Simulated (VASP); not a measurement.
# CdSe (F-43m) in VASP: notebook, part 2 of 2

VASP 6.6.1. The steps go on from the part before.

**3. Single point, PBE**

This run uses another cell than the first one, of 28.07 Å³/atom, 1.032 times its volume.

Contents of INCAR:

```
SYSTEM = CdSe
PREC = Accurate
ENCUT = 520
EDIFF = 1E-6
ISMEAR = -1
SIGMA = 0.1
LREAL = .FALSE.
LASPH = .TRUE.
NELM = 100
ALGO = Normal
ISIF = 2
LWAVE = .FALSE.
LCHARG = .FALSE.
GGA = PE
NBANDS = 16
```

Contents of KPOINTS:

```
regular mesh
0
G
  6 6 6
  0 0 0
```

Contents of POSCAR:

```
CdSe
1.0
    0.0000000000      3.0392550512      3.0392550512
    3.0392550512      0.0000000000      3.0392550512
    3.0392550512      3.0392550512      0.0000000000
Cd Se
1 1
Direct
    0.0000000000      0.0000000000      0.0000000000
    0.7500000000      0.7500000000      0.7500000000
```

Potentials or basis: VASP PAW PBE potentials, release 64 (Cd, Se).

Launch:

```sh
cat potpaw_PBE.64/Cd/POTCAR potpaw_PBE.64/Se/POTCAR > POTCAR
mpirun -np 1 vasp_std > vasp.out
```

OUTCAR:

```text
SYSTEM = CdSe
   PREC = Accurate
   ENCUT = 520
   EDIFF = 1E-6
   ISMEAR = -1
   LREAL = .FALSE.
   LASPH = .TRUE.
   NELM = 100
   ISIF = 2
   GGA = PE

 ion  position               nearest neighbor table
   1  0.000  0.000  0.000-   2 2.63   2 2.63   2 2.63   2 2.63
   2  0.750  0.750  0.750-   1 2.63   1 2.63   1 2.63   1 2.63

  LATTYP: Found a face centered cubic cell.
 ALAT       =     6.0785101024

  Lattice vectors:

 A1 = (   0.0000000000,   3.0392550512,   3.0392550512)
 A2 = (   3.0392550512,   0.0000000000,   3.0392550512)
 A3 = (   3.0392550512,   3.0392550512,   0.0000000000)

Analysis of symmetry for initial positions (statically):
=====================================================================
 Subroutine PRICEL returns:
 Original cell was already a primitive cell.

 Routine SETGRP: Setting up the symmetry group for a
 face centered cubic supercell.

 Subroutine GETGRP returns: Found 24 space group operations
 (whereof 24 operations were pure point group operations)
 out of a pool of 48 trial point group operations.

The static configuration has the point symmetry T_d .

Analysis of symmetry for dynamics (positions and initial velocities):
=====================================================================
 Subroutine PRICEL returns:
 Original cell was already a primitive cell.

 Routine SETGRP: Setting up the symmetry group for a
 face centered cubic supercell.

 Subroutine GETGRP returns: Found 24 space group operations
 (whereof 24 operations were pure point group operations)
 out of a pool of 48 trial point group operations.

The dynamic configuration has the point symmetry T_d .

 Subroutine INISYM returns: Found 24 space group operations
 (whereof 24 operations are pure point group operations),
 and found     1 'primitive' translations

----------------------------------------------------------------------------------------

                                     Primitive cell

  volume of cell :      56.1476

  direct lattice vectors                    reciprocal lattice vectors
     0.000000000  3.039255051  3.039255051    -0.164513998  0.164513998  0.164513998
     3.039255051  0.000000000  3.039255051     0.164513998 -0.164513998  0.164513998
     3.039255051  3.039255051  0.000000000     0.164513998  0.164513998 -0.164513998

  length of vectors
     4.298155713  4.298155713  4.298155713     0.284946603  0.284946603  0.284946603

  position of ions in fractional coordinates (direct lattice)
     0.000000000  0.000000000  0.000000000
     0.750000000  0.750000000  0.750000000

  ion indices of the primitive-cell ions
   primitive index   ion index
                 1           1
                 2           2

----------------------------------------------------------------------------------------

 KPOINTS: regular mesh

Automatic generation of k-mesh.
 Grid dimensions read from file:
 generate k-points for:    6    6    6

 Generating k-lattice:

  Cartesian coordinates                     Fractional coordinates (reciprocal lattice)
    -0.027419000  0.027419000  0.027419000     0.166666667  0.000000000  0.000000000
     0.027419000 -0.027419000  0.027419000     0.000000000  0.166666667  0.000000000
     0.027419000  0.027419000 -0.027419000     0.000000000  0.000000000  0.166666667

  Length of vectors
     0.047491101  0.047491101  0.047491101

  Shift w.r.t. Gamma in fractional coordinates (k-lattice)
     0.000000000  0.000000000  0.000000000

 Subroutine IBZKPT returns following result:
 ===========================================

 Found     16 irreducible k-points:

 Following reciprocal coordinates:
            Coordinates               Weight
  0.000000  0.000000  0.000000      1.000000
  0.166667  0.000000  0.000000      8.000000
  0.333333  0.000000  0.000000      8.000000
  0.500000  0.000000  0.000000      4.000000
  0.166667  0.166667  0.000000      6.000000
  0.333333  0.166667  0.000000     24.000000
[... 8 lines left out ...]
 -0.333333  0.333333  0.166667     24.000000
 -0.333333  0.500000  0.166667     12.000000
   k-points           NKPTS =     16   k-points in BZ     NKDIM =     16   number of bands    NBANDS=     16
   number of dos      NEDOS =    301   number of ions     NIONS =      2
   total plane-waves  NPLWV =  32768
   dimension x,y,z NGX =    32 NGY =   32 NGZ =   32
   dimension x,y,z NGXF=    64 NGYF=   64 NGZF=   64
   ions per type =               1   1
   NGX,Y,Z   is equivalent  to a cutoff of  12.38, 12.38, 12.38 a.u.
   NGXF,Y,Z  is equivalent  to a cutoff of  24.75, 24.75, 24.75 a.u.
 SYSTEM =  CdSe
   PREC   = accura    normal or accurate (medium, high low for compatibility)
   ISTART =      0    job   : 0-new  1-cont  2-samecut
   ICHARG =      2    charge: 1-file 2-atom 10-const
   ISPIN  =      1    spin polarized calculation?
   LNONCOLLINEAR =      F non collinear calculations
   LSORBIT =      F    spin-orbit coupling
   LASPH  =      T    aspherical Exc in radial PAW
   ENCUT  =  520.0 eV  38.22 Ry    6.18 a.u.   7.99  7.99  7.99*2*pi/ulx,y,z
   NELM   =    100;   NELMIN=  2; NELMDL= -5     # of ELM steps
   EDIFF  = 0.1E-05   stopping-criterion for ELM
   LREAL  =      F    real-space projection
   EDIFFG = 0.1E-04   stopping-criterion for IOM
   NSW    =      0    number of steps for IOM
   IBRION =     -1    ionic relax: 0-MD 1-quasi-New 2-CG
   NFREE  =      0    steps in history (QN), initial steepest desc. (CG)
   ISIF   =      2    stress and relaxation
   ISYM   =      2    0-nonsym 1-usesym 2-fastsym
   POTIM  = 0.5000    time-step for ionic-motion
   TEBEG  =    0.0;   TEEND  =   0.0 temperature during run
   PSTRESS=    0.0 pullay stress
   NELECT =      18.0000    total number of electrons
   NUPDOWN=      -1.0000    fix difference up-down
   EMIN   =  10.00;   EMAX   =-10.00  energy-range for DOS
   EFERMI =   0.00;   METHOD = LEGACY
   ISMEAR =    -1;   SIGMA  =   0.10  broadening in eV -4-tet -1-fermi 0-gaus
   EFERMI_NEDOS =   21; number of points for ismear=-14 and -15
   IALGO  =     38    algorithm
   IMIX   =      4    mixing-type and parameters
     AMIX     =   0.40;   BMIX     =  1.00
     AMIX_MAG =   1.60;   BMIX_MAG =  1.00
  volume/ion in A,a.u.               =      28.07       189.45
  Fermi-wavevector in a.u.,A,eV,Ry     =   1.120440  2.117324 17.080554  1.255385
  Thomas-Fermi vector in A             =   2.257086
   LORBIT       =      0    0 simple, 1 ext, 2 COOP (PROOUT), +10 PAW based schemes
   GGA     = PE    functional components
   LHFCALC =     F    Hartree Fock is set to
   AEXX    =    0.0000 exact exchange contribution
   IVDW    =     0    specifies the selected vdW correction
   LEPSILON=     F    determine dielectric tensor
   LRPA    =     F    only Hartree local field effects (RPA)
 non-spin polarized calculation
  energy-cutoff  :      520.00
  volume of cell :       56.15
 maximum number of plane-waves:      1527
   NGX = 15   NGY = 15   NGZ = 15

 number of electron      18.0000001 magnetization

 Free energy of the ion-electron system (eV)
  ---------------------------------------------------
  ext. energy  EPLUGINS =         0.00000000
  ---------------------------------------------------
  free energy    TOTEN  =        -5.46064242 eV

  energy without entropy =       -5.45974874  energy(sigma->0) =       -5.46019558

 E-fermi :   1.3555     XC(G=0):  -8.8935

 val. band max:        0.9598854900   @ k =   0.0000   0.0000   0.0000
 cond. band min:       1.5712780875   @ k =   0.0000   0.0000   0.0000
 fundamental gap:      0.6113925975
 Fermi energy:         1.3555015259

 k-point     1 :       0.0000    0.0000    0.0000
  band No.  band energies     occupation
      1     -11.6441      2.00000
      2      -6.9842      2.00000
      3      -6.9842      2.00000
      4      -6.9842      2.00000
      5      -6.6079      2.00000
      6      -6.6079      2.00000
[... 8 lines left out ...]
     15      12.0630      0.00000
     16      12.0630      0.00000
[... 267 lines left out ...]
 k-point    16 :      -0.3333    0.5000    0.1667
  band No.  band energies     occupation
      1     -11.1525      2.00000
      2      -6.7969      2.00000
      3      -6.7754      2.00000
      4      -6.6713      2.00000
      5      -6.5801      2.00000
      6      -6.1489      2.00000
[... 8 lines left out ...]
     15      13.8093      0.00000
     16      13.9236      0.00000

------------------------ aborting loop because EDIFF is reached ----------------------------------------

  FORCE on cell =-STRESS in cart. coord.  units (eV):
  Direction    XX          YY          ZZ          XY          YZ          ZX
  --------------------------------------------------------------------------------------
  -------------------------------------------------------------------------------------
  Total        1.1548117      1.1548117      1.1548117      0.0000000      0.0000000     -0.0000000
  in kB       32.9526494     32.9526494     32.9526494      0.0000000      0.0000000     -0.0000000
  external PRESSURE =      32.9526494 kB  Pullay stress =       0.0000000 kB

 VOLUME and BASIS-vectors are now :
 -----------------------------------------------------------------------------
  energy-cutoff  :      520.00
  volume of cell :       56.15
      direct lattice vectors                 reciprocal lattice vectors
     0.000000000  3.039255051  3.039255051    -0.164513998  0.164513998  0.164513998
     3.039255051  0.000000000  3.039255051     0.164513998 -0.164513998  0.164513998
     3.039255051  3.039255051  0.000000000     0.164513998  0.164513998 -0.164513998

 POSITION                                       TOTAL-FORCE (eV/Angst)
 -----------------------------------------------------------------------------------
      0.00000      0.00000      0.00000        -0.000000     -0.000000     -0.000000
      4.55888      4.55888      4.55888         0.000000      0.000000      0.000000
 -----------------------------------------------------------------------------------
    total drift:                                0.000000      0.000000      0.000000

  FREE ENERGIE OF THE ION-ELECTRON SYSTEM (eV)
  ---------------------------------------------------
  free  energy   TOTEN  =        -5.4606424222 eV

  energy  without entropy=       -5.4597487398  energy(sigma->0) =       -5.46019558
```

OSZICAR:

```text
N       E                     dE             d eps       ncg     rms          rms(c)
DAV:   1     0.105707178072E+03    0.10571E+03   -0.86825E+03   520   0.998E+02
DAV:   2    -0.178384776939E+01   -0.10749E+03   -0.10175E+03   624   0.247E+02
DAV:   3    -0.581917629002E+01   -0.40353E+01   -0.40286E+01   576   0.495E+01
DAV:   4    -0.583689420373E+01   -0.17718E-01   -0.17717E-01   664   0.331E+00
DAV:   5    -0.583700068186E+01   -0.10648E-03   -0.10648E-03   616   0.220E-01    0.626E+00
DAV:   6    -0.548167807989E+01    0.35532E+00   -0.53347E-01   720   0.885E+00    0.495E+00
DAV:   7    -0.545941646707E+01    0.22262E-01   -0.14817E-01   592   0.256E+00    0.211E+00
DAV:   8    -0.546035320346E+01   -0.93674E-03   -0.14021E-02   568   0.144E+00    0.256E-01
DAV:   9    -0.546052764623E+01   -0.17444E-03   -0.14651E-03   584   0.501E-01    0.457E-02
DAV:  10    -0.546059423264E+01   -0.66586E-04   -0.16158E-04   648   0.159E-01    0.423E-02
DAV:  11    -0.546064263111E+01   -0.48398E-04   -0.80804E-05   592   0.569E-02    0.154E-02
DAV:  12    -0.546064242223E+01    0.20888E-06   -0.23207E-06   544   0.194E-02
   1 F= -.54606424E+01 E0= -.54601956E+01  d E =-.893682E-03
```

Wall time 11 s (1 thread of Intel Xeon Platinum 8488C (Sapphire Rapids), shared host); peak memory 0.18 GiB.

Results:

| Item | Value |
| --- | --- |
| Free energy | -5.4606 eV |
| Pressure | 3.3 GPa |
| Band gap on the k mesh | 0.61 eV, direct |

PBE gaps usually lie below the measured ones, often by a third to a half.

**4. Single point, PBE**

This run uses another cell than the first one, of 28.94 Å³/atom, 1.064 times its volume.

Contents of INCAR:

```
SYSTEM = CdSe
ALGO     = Normal         ! electronic algorithm
EDIFF    = 1E-6           ! SCF threshold, eV
ENCUT    = 520            ! plane-wave cutoff, eV
GGA      = PE             ! functional
ISIF     = 2              ! what is computed and relaxed
ISMEAR   = -1             ! smearing method
LASPH    = .True.         ! aspherical terms in the spheres
LCHARG   = .True.         ! write CHGCAR
LELF     = .True.         ! ELF
LREAL    = .False.        ! projectors in reciprocal space
LVHAR    = .True.       
LWAVE    = .False.        ! write WAVECAR
NBANDS   = 16             ! bands
NELM     = 100            ! most SCF steps
PREC     = Accurate       ! precision mode
SIGMA    = 0.1            ! smearing width, eV
```

Contents of KPOINTS:

```
k-points
0
Gamma
  6 6 6
  0 0 0
```

Contents of POSCAR:

```
CdSe
1.0
    0.0000000000      3.0702700000      3.0702700000
    3.0702700000      0.0000000000      3.0702700000
    3.0702700000      3.0702700000      0.0000000000
Cd Se
1 1
Direct
    0.0000000000      0.0000000000      0.0000000000
    0.7500000000      0.7500000000      0.7500000000
```

Launch:

```sh
cat potpaw_PBE.64/Cd/POTCAR potpaw_PBE.64/Se/POTCAR > POTCAR
mpirun -np 1 vasp_std > vasp.out
```

Run time: 11 s. Hardware: 1 thread of Intel Xeon Platinum 8488C (Sapphire Rapids), shared host; peak memory 0.18 GiB.

Results (log left out):

* Free energy: -5.4868 eV
* Pressure: 1.6 GPa
* Band gap on the k mesh: 0.55 eV, direct

Levels at points of the mesh, in eV from the valence-band top:
```
           k point  band 7  band 8  band 9  band 10  band 11  band 12
(0.00, 0.00, 0.00)    0.00    0.00    0.00     0.55     5.93     5.93
(0.50, 0.00, 0.00)   -4.23   -0.71   -0.71     2.36     6.43     6.43
(0.50, 0.50, 0.00)   -3.95   -1.76   -1.76     3.19     3.73     8.98
```

Expect the measured gap to be larger: semilocal functionals such as PBE lack the derivative discontinuity.

**5. Overview**

```csv
cell,gap on the mesh (eV),pressure (GPa)
"a = 4.253 Å, angles 60.0°, 2 atoms",0.68,5.3
"a = 4.298 Å, angles 60.0°, 2 atoms",0.61,3.3
"a = 4.342 Å, angles 60.0°, 2 atoms",0.55,1.6
```

Alike in all rows: task single point; level PBE; potentials or basis VASP PAW PBE potentials, release 64 (Cd, Se); no spin polarisation; k mesh 6 × 6 × 6; cutoff (eV) 520; smearing fermi-dirac 0.1 eV.

Total energies depend on the potentials used, so only differences within one code and one set of settings carry meaning.
